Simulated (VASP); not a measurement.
Wanted: the native input for a VASP 6.6.1 run.

```
Task                   : single point
Functional             : LDA
Potentials or basis    : VASP PAW LDA potentials, release 64 (Ge_d)
Cutoff                 : 520 eV
k mesh                 : 11 × 11 × 10
Occupations            : fermi-dirac, width 0.05 eV
Spin                   : no spin polarisation
Dipole correction      : no
Further INCAR settings : ALGO = Normal; EDIFF = 1e-07; NBANDS = 13
```

The structure of Ge lies in POSCAR:

```
Ge
1.0
    1.4245510352     -2.6515194585      0.0000000000
    1.4245510352      2.6515194585      0.0000000000
    0.0000000000      0.0000000000      2.7511509255
Ge
1
Direct
    0.5000000000      0.5000000000      0.0000000000
```

These files were run (other wordings do the same):

INCAR

```
SYSTEM = Ge
ALGO     = Normal         ! electronic algorithm
EDIFF    = 1E-7           ! SCF threshold, eV
ENCUT    = 520            ! plane-wave cutoff, eV
GGA      = CA             ! functional
ISIF     = 2              ! what is computed and relaxed
ISMEAR   = -1             ! smearing method
LASPH    = .TRUE.         ! aspherical terms in the spheres
LCHARG   = .FALSE.        ! write CHGCAR
LREAL    = .FALSE.        ! projectors in reciprocal space
LWAVE    = .FALSE.        ! write WAVECAR
NBANDS   = 13             ! bands
NELM     = 60             ! most SCF steps
PREC     = Accurate       ! precision mode
SIGMA    = 0.05           ! smearing width, eV
```

KPOINTS

```
k-points
0
G
  11 11 10
  0 0 0
```

Potentials or basis: VASP PAW LDA potentials, release 64 (Ge_d).

Run with:

```sh
$ cat potpaw_LDA.64/Ge_d/POTCAR > POTCAR
$ mpirun -np 1 vasp_std > vasp.out
```

Results of the run:

```json
{
  "Pressure": "-8.3 GPa",
  "Band gap on the k mesh": "zero (band 7 reaches 11.63 eV, above the bottom of band 8 at 3.16 eV)"
}
```

Wall time 11 s on 1 thread of Intel(R) Xeon(R) 6975P-C (Granite Rapids) (shared host), peak memory 0.16 GiB.
